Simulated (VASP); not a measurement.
The system is TiB2.

```
CELL_PARAMETERS angstrom
3.02920 0.00000 0.00000
-1.51460 2.62336 0.00000
0.00000 0.00000 3.22840
ATOMIC_POSITIONS crystal
Ti 0.00000 0.00000 0.00000
B 0.66667 0.33333 0.50000
B 0.33333 0.66667 0.50000
```

Base run:

```yaml
Program: VASP 6.6.1
Functional: LDA
Potentials_or_basis: VASP PAW LDA potentials, release 64 (Ti_sv, B)
Cutoff: 520 eV
k_mesh: 10 × 10 × 8
Occupations: fermi-dirac, width 0.05 eV
Spin: no spin polarisation
Hubbard_terms: Ti d U = 5.0 eV
```

Its results: band gap on the k mesh zero (band 9 reaches 11.00 eV, above the bottom of band 10 at 10.39 eV); pressure -0.7 GPa.

The run is repeated on the same cell with these changes: hubbard terms from Ti d U = 5.0 eV to Ti d U = 2.0 eV. What comes out?

Band gap on the k mesh zero (band 9 reaches 10.57 eV, above the bottom of band 10 at 9.99 eV); pressure -6.8 GPa.

Caveats: U without spin polarisation on a metal has little footing; the U is typed as a test and isn't derived for this compound.
